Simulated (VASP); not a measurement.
Si:

```
Si
1.0
     2.64494    0.00000    0.00000
     0.00000    2.49560    0.00000
    -0.26975    0.00000    4.58505
Si
2
Direct
  0.73104 0.50000 0.25338
  0.26896 0.50000 0.74662
```

```yaml
Program: VASP 6.6.1
Task: relaxation of cell and atoms
Functional: PBE
Potentials_or_basis: VASP PAW PBE potentials, release 64 (Si)
Cutoff: 600 eV
k_mesh: 20 × 22 × 12
Occupations: gaussian, width 0.1 eV
Spin: no spin polarisation
```

At the start: pressure 0.1 GPa; volume 15.13 Å³/atom.

**Question.** Where does the relaxation end?

**Answer.** Over 16 steps the energy falls by 6.9 meV/atom and the volume is 15.10 Å³/atom (-0.2 %); space group P2/m (No. 10, to 0.1 Å) before, P6/mmm (No. 191, to 0.1 Å).

The path:
```tsv
step	energy change (eV)	largest force (eV/Å)	pressure (GPa)	volume (Å³)
1	0.0000	0.0902	0.11	30.26
2	-0.0056	0.0663	-0.06	30.31
3	-0.0065	0.0562	-0.10	30.33
4	-0.0089	0.0482	-0.10	30.30
5	-0.0114	0.0423	0.13	30.20
6	-0.0117	0.0382	0.04	30.23
7	-0.0117	0.0384	0.05	30.23
8	-0.0124	0.0354	-0.08	30.25
9	-0.0126	0.0330	-0.20	30.27
10	-0.0128	0.0288	0.30	30.13
11	-0.0128	0.0298	0.19	30.16
12	-0.0132	0.0228	0.06	30.20
13	-0.0135	0.0144	-0.17	30.26
14	-0.0137	0.0104	0.08	30.17
15	-0.0137	0.0110	0.04	30.19
16	-0.0137	0.0049	0.00	30.20
```

Final structure:
```yaml
crystal:
  lattice:
    - [2.63659, 0.00000, 0.07405]
    - [0.00000, 2.47733, 0.00000]
    - [-0.13833, 0.00000, 4.61936]
  atoms:
    - { symbol: Si, position: [0.74881, 0.50000, 0.25010] }
    - { symbol: Si, position: [0.25119, 0.50000, 0.74990] }
```
